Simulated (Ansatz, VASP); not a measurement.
## MoS2: VASP beside Ansatz

File INCAR:

```
SYSTEM = MoS2
PREC = Accurate
ENCUT = 500
EDIFF = 1E-6
ISMEAR = 0
SIGMA = 0.05
LREAL = .False.
LASPH = .True.
NELM = 120
ALGO = Normal
ISIF = 2
LWAVE = .False.
LCHARG = .False.
GGA = PE
IVDW = 12
NBANDS = 20
GGA_COMPAT = .False.
```

The input KPOINTS:

```
regular mesh
0
Gamma
  12 12 4
  0 0 0
```

Contents of POSCAR:

```
MoS2
1.0
    3.0696848962      0.0000000000      0.0000000000
   -1.5348424481      2.6584251017      0.0000000000
    0.0000000000      0.0000000000      6.9945840045
Mo S
1 2
Direct
    0.0000000000      0.0000000000      0.0000000000
    0.3333333333      0.6666666667      0.1981708616
    0.3333333333      0.6666666667      0.8018291384
```

Input for Ansatz:

```yaml
crystal:
  lattice:
    - [3.0696848962, 0.0, 0.0]
    - [-1.5348424481, 2.6584251017, 0.0]
    - [0.0, 0.0, 6.9945840045]
  atoms:
    - { symbol: Mo, position: [0.0, 0.0, 0.0] }
    - { symbol: S, position: [0.3333333333, 0.6666666667, 0.1981708616] }
    - { symbol: S, position: [0.3333333333, 0.6666666667, 0.8018291384] }
basis:
  ecutwfc: 420
kpoints:
  mp_grid: { grid: [12, 12, 4] }
hamiltonian:
  xc: pbe
  dispersion: d3bj
scf:
  occupations: { method: gaussian, width: 0.05 }
output:
  forces: true
  stress: true
  eigenvalues: true
```

Alike in both runs: task single point; functional PBE; dispersion D3(BJ); k mesh 12 × 12 × 4; occupations gaussian, width 0.05 eV; no spin polarisation.

|  | VASP | Ansatz |
| --- | --- | --- |
| version | VASP 6.6.1 | Ansatz 0.2.0 |
| potentials or method | VASP PAW PBE potentials, release 64 (Mo_sv, S), cutoff 500 eV | scalar-relativistic, plane waves, PAW |
| valence electrons in the cell | 26 | 26 |

|  | VASP | Ansatz | Ansatz less VASP |
| --- | --- | --- | --- |
| gap on the k mesh at the Fermi level (eV) | 0.54 | 0.51 | -0.021 |
| least direct gap on the mesh (eV) | 1.61 | 1.61 | -0.006 |
| rms of the force components (eV/Å) | 2.544 | 2.565 | +0.0206 |

Atom by atom the forces differ by 0.021 eV/Å (rms over components).
